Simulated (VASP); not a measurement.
BeS3:

```
Be S
1.0
     4.10382    0.00000    0.00000
     0.00000    4.10382    0.00000
     0.00000    0.00000    4.10382
Be S
1 3
Direct
  0.00000 0.00000 0.00000
  0.00000 0.50000 0.50000
  0.50000 0.00000 0.50000
  0.50000 0.50000 0.00000
```

| Property | Result |
| --- | --- |
| Program | VASP 6.6.1 |
| Task | relaxation of cell and atoms |
| Functional | PBE |
| Potentials or basis | VASP PAW PBE potentials, release 64 (Be, S) |
| Cutoff | 600 eV |
| k mesh | 4 × 4 × 4 |
| Occupations | gaussian, width 0.1 eV |
| Spin | no spin polarisation |

At the start: pressure -7.4 GPa; volume 17.28 Å³/atom.

Question: How do energy, volume and symmetry change on relaxing?

Answer: Over 3 steps the energy falls by 54.3 meV/atom and the volume is 15.14 Å³/atom (-12.4 %); space group Pm-3m (No. 221, to 0.05 Å).

The path:
```
step  energy change (eV)  largest force (eV/Å)  pressure (GPa)  volume (Å³)
   1              0.0000                0.0000           -7.39        69.11
   2             -0.2139                0.0000           -1.03        61.45
   3             -0.2171                0.0000           -0.08        60.54
```

Final structure:
```
Be S
1.0
     3.92661    0.00000    0.00000
     0.00000    3.92661    0.00000
     0.00000    0.00000    3.92661
Be S
1 3
Direct
  0.00000 0.00000 0.00000
  0.00000 0.50000 0.50000
  0.50000 0.00000 0.50000
  0.50000 0.50000 0.00000
```

Caveat: the k points lie up to 0.40 Å⁻¹ apart in the final cell.
